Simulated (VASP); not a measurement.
# PtS2 (P-3m1) in VASP: single point with r2SCAN

Aim: the single point of PtS2 with r2SCAN.

All numbers are computed with VASP 6.6.1; they aren't measurements. Logs are shortened: lines on timing, memory, paths and dates and some standing lists are left out, and cuts for length are marked.

## (1) The cell of the first run

The structure is trigonal, space group P-3m1 (No. 164). The conventional cell has a = 3.553 Å, b = 3.553 Å, c = 5.123 Å, α = 90.00°, β = 90.00°, γ = 120.00°. Pt (site symmetry -3m) has 6 S at 2.39 Å within 3.2 Å. Within 3.2 Å of S (site symmetry 3m) lie 3 Pt at 2.39 Å and 3 S at 3.20 Å.

## (2) Single point, r2SCAN

Input file POSCAR:

```
PtS2
1.0
    3.5526392528      0.0000000000      0.0000000000
   -1.7763196264      3.0766758434      0.0000000000
    0.0000000000      0.0000000000      5.1227220331
Pt S
1 2
Direct
    0.0000000000      0.0000000000      0.0000000000
    0.6666666667      0.3333333333      0.7607402620
    0.3333333333      0.6666666667      0.2392597380
```

Input file INCAR.step1:

```
PREC = Accurate
ENCUT = 550
ISMEAR = 0
SIGMA = 0.01
LREAL = False
LASPH = True
NELM = 120
NBANDS = 18
GGA = PE
ALGO = Normal
EDIFF = 1E-5
LWAVE = True
LCHARG = False
GGA_COMPAT = False
```

Input file INCAR.step2:

```
PREC = Accurate
ENCUT = 550
EDIFF = 1E-6
ISMEAR = 0
SIGMA = 0.01
LREAL = False
LASPH = True
NELM = 120
ALGO = Normal
ISIF = 2
LWAVE = False
LCHARG = False
METAGGA = R2SCAN
LMIXTAU = True
NBANDS = 18
ISTART = 1
GGA_COMPAT = False
```

Input file KPOINTS:

```
Automatic mesh
0
Gamma
  12 12 6
```

Potentials or basis: VASP PAW PBE potentials, release 64 (Pt, S).

Run with:

```sh
$ cat potpaw_PBE.64/Pt/POTCAR potpaw_PBE.64/S/POTCAR > POTCAR
$ cp INCAR.step1 INCAR
$ mpirun -np 1 vasp_std > vasp.out
$ cp INCAR.step2 INCAR
$ mpirun -np 1 vasp_std > vasp.out
```

OUTCAR:

```text
PREC = Accurate
   ENCUT = 550
   EDIFF = 1E-6
   ISMEAR = 0
   LREAL = False
   LASPH = True
   NELM = 120
   ISIF = 2
   METAGGA = R2SCAN
   ISTART = 1

 ion  position               nearest neighbor table
   1  0.000  0.000  0.000-   2 2.39   3 2.39   3 2.39   2 2.39   2 2.39   3 2.39
   2  0.667  0.333  0.761-   1 2.39   1 2.39   1 2.39
   3  0.333  0.667  0.239-   1 2.39   1 2.39   1 2.39

  LATTYP: Found a hexagonal cell.
 ALAT       =     3.5526392528
 C/A-ratio  =     1.4419482724

  Lattice vectors:

 A1 = (   3.5526392528,   0.0000000000,   0.0000000000)
 A2 = (  -1.7763196264,   3.0766758434,   0.0000000000)
 A3 = (   0.0000000000,   0.0000000000,   5.1227220331)

Analysis of symmetry for initial positions (statically):
=====================================================================
 Subroutine PRICEL returns:
 Original cell was already a primitive cell.

 Routine SETGRP: Setting up the symmetry group for a
 hexagonal supercell.

 Subroutine GETGRP returns: Found 12 space group operations
 (whereof 12 operations were pure point group operations)
 out of a pool of 24 trial point group operations.

The static configuration has the point symmetry D_3d.

Analysis of symmetry for dynamics (positions and initial velocities):
=====================================================================
 Subroutine PRICEL returns:
 Original cell was already a primitive cell.

 Routine SETGRP: Setting up the symmetry group for a
 hexagonal supercell.

 Subroutine GETGRP returns: Found 12 space group operations
 (whereof 12 operations were pure point group operations)
 out of a pool of 24 trial point group operations.

The dynamic configuration has the point symmetry D_3d.

 Subroutine INISYM returns: Found 12 space group operations
 (whereof 12 operations are pure point group operations),
 and found     1 'primitive' translations

----------------------------------------------------------------------------------------

                                     Primitive cell

  volume of cell :      55.9930

  direct lattice vectors                    reciprocal lattice vectors
     3.552639253  0.000000000  0.000000000     0.281480873  0.162513058  0.000000000
[... 84 lines left out ...]
   LSORBIT =      F    spin-orbit coupling
   LASPH  =      T    aspherical Exc in radial PAW
   ENCUT  =  550.0 eV  40.42 Ry    6.36 a.u.   6.79  6.79  9.80*2*pi/ulx,y,z
   NELM   =    120;   NELMIN=  2; NELMDL=  0     # of ELM steps
   EDIFF  = 0.1E-05   stopping-criterion for ELM
   LREAL  =      F    real-space projection
   EDIFFG = 0.1E-04   stopping-criterion for IOM
   NSW    =      0    number of steps for IOM
   IBRION =     -1    ionic relax: 0-MD 1-quasi-New 2-CG
   NFREE  =      0    steps in history (QN), initial steepest desc. (CG)
   ISIF   =      2    stress and relaxation
   ISYM   =      2    0-nonsym 1-usesym 2-fastsym
   POTIM  = 0.5000    time-step for ionic-motion
   TEBEG  =    0.0;   TEEND  =   0.0 temperature during run
   PSTRESS=    0.0 pullay stress
   NELECT =      22.0000    total number of electrons
   NUPDOWN=      -1.0000    fix difference up-down
   EMIN   =  10.00;   EMAX   =-10.00  energy-range for DOS
   EFERMI =   0.00;   METHOD = LEGACY
   ISMEAR =     0;   SIGMA  =   0.01  broadening in eV -4-tet -1-fermi 0-gaus
   EFERMI_NEDOS =   21; number of points for ismear=-14 and -15
   IALGO  =     38    algorithm
   IMIX   =      4    mixing-type and parameters
     AMIX     =   0.40;   BMIX     =  1.00
     AMIX_MAG =   1.60;   BMIX_MAG =  1.00
  volume/ion in A,a.u.               =      18.66       125.95
  Fermi-wavevector in a.u.,A,eV,Ry     =   1.199052  2.265879 19.561430  1.437725
  Thomas-Fermi vector in A             =   2.334924
   LORBIT       =      0    0 simple, 1 ext, 2 COOP (PROOUT), +10 PAW based schemes
   METAGGA = R2SCAN    functional components
   LHFCALC =     F    Hartree Fock is set to
   AEXX    =    0.0000 exact exchange contribution
   IVDW    =     0    specifies the selected vdW correction
   LEPSILON=     F    determine dielectric tensor
   LRPA    =     F    only Hartree local field effects (RPA)
 non-spin polarized calculation
 Gauss-broadening in eV      SIGMA  =   0.01
  energy-cutoff  :      550.00
  volume of cell :       55.99
 maximum number of plane-waves:      1653
   NGX = 13   NGY = 13   NGZ = 19

 number of electron      21.9999996 magnetization

 Free energy of the ion-electron system (eV)
  ---------------------------------------------------
  ext. energy  EPLUGINS =         0.00000000
  ---------------------------------------------------
  free energy    TOTEN  =       -68.85083585 eV

  energy without entropy =      -68.85083585  energy(sigma->0) =      -68.85083585

 E-fermi :   6.2862     XC(G=0): -11.2140

 val. band max:        6.2203916896   @ k =   0.0000   0.1667   0.1667
 cond. band min:       7.0880945141   @ k =   0.0000   0.2500   0.3333
 fundamental gap:      0.8677028245
 Fermi energy:         6.2861675717

 k-point     1 :       0.0000    0.0000    0.0000
  band No.  band energies     occupation
      1      -9.5485      2.00000
      2      -6.6376      2.00000
      3      -0.8229      2.00000
      4      -0.4829      2.00000
      5      -0.4829      2.00000
      6       2.3167      2.00000
[... 481 lines left out ...]
      5       0.1237      2.00000
      6       1.6781      2.00000
[... 10 lines left out ...]
     17      16.1516      0.00000
     18      16.1540      0.00000

 [... further k-points ...]

------------------------ aborting loop because EDIFF is reached ----------------------------------------

  FORCE on cell =-STRESS in cart. coord.  units (eV):
  Direction    XX          YY          ZZ          XY          YZ          ZX
  --------------------------------------------------------------------------------------
  -------------------------------------------------------------------------------------
  Total        0.4262240      0.4262240      0.4430062     -0.0000000      0.0000000      0.0000000
  in kB       12.1959264     12.1959264     12.6761321     -0.0000000      0.0000000      0.0000000
  external PRESSURE =      12.3559950 kB  Pullay stress =       0.0000000 kB

 VOLUME and BASIS-vectors are now :
 -----------------------------------------------------------------------------
  energy-cutoff  :      550.00
  volume of cell :       55.99
      direct lattice vectors                 reciprocal lattice vectors
     3.552639253  0.000000000  0.000000000     0.281480873  0.162513058  0.000000000
    -1.776319626  3.076675843  0.000000000     0.000000000  0.325026116  0.000000000
     0.000000000  0.000000000  5.122722033     0.000000000  0.000000000  0.195208718

 POSITION                                       TOTAL-FORCE (eV/Angst)
 -----------------------------------------------------------------------------------
      0.00000      0.00000      0.00000        -0.000000      0.000000      0.000000
      1.77632      1.02556      3.89706         0.000000     -0.000000      0.048847
     -0.00000      2.05112      1.22566        -0.000000      0.000000     -0.048847
 -----------------------------------------------------------------------------------
    total drift:                                0.000000      0.000000      0.000000

  FREE ENERGIE OF THE ION-ELECTRON SYSTEM (eV)
  ---------------------------------------------------
  free  energy   TOTEN  =       -68.8508358451 eV

  energy  without entropy=      -68.8508358451  energy(sigma->0) =      -68.85083585
```

OUTCAR.step1:

```text
PREC = Accurate
   ENCUT = 550
   ISMEAR = 0
   LREAL = False
   LASPH = True
[... 729 lines left out ...]
      0.00000      0.00000      0.00000        -0.000000      0.000000      0.000000
      1.77632      1.02556      3.89706        -0.000000     -0.000000     -0.025881
     -0.00000      2.05112      1.22566         0.000000      0.000000      0.025881
 -----------------------------------------------------------------------------------
    total drift:                                0.000000      0.000000      0.000000

  FREE ENERGIE OF THE ION-ELECTRON SYSTEM (eV)
  ---------------------------------------------------
  free  energy   TOTEN  =       -15.3965127368 eV

  energy  without entropy=      -15.3965127368  energy(sigma->0) =      -15.39651274
```

It took 2.7 min on 1 thread of Intel Xeon 6975P-C (Granite Rapids), shared host; peak memory 0.25 GiB.

What came out:

| Item | Value |
| --- | --- |
| Free energy | -68.8508 eV |
| Pressure | 1.2 GPa |
| Largest force | 0.049 eV/Å |
| Band gap on the k mesh | 0.87 eV, indirect (least direct gap 1.14 eV) |

Forces in eV/Å, atoms in the order of the input:
```
Pt   0.000  0.000  0.000
S    0.000  0.000  0.049
S    0.000  0.000 -0.049
```

Caveat: the PAW data sets were made with another functional, which shifts forces and pressure a little; spin-orbit coupling is left out, which moves the levels of the heavy elements.
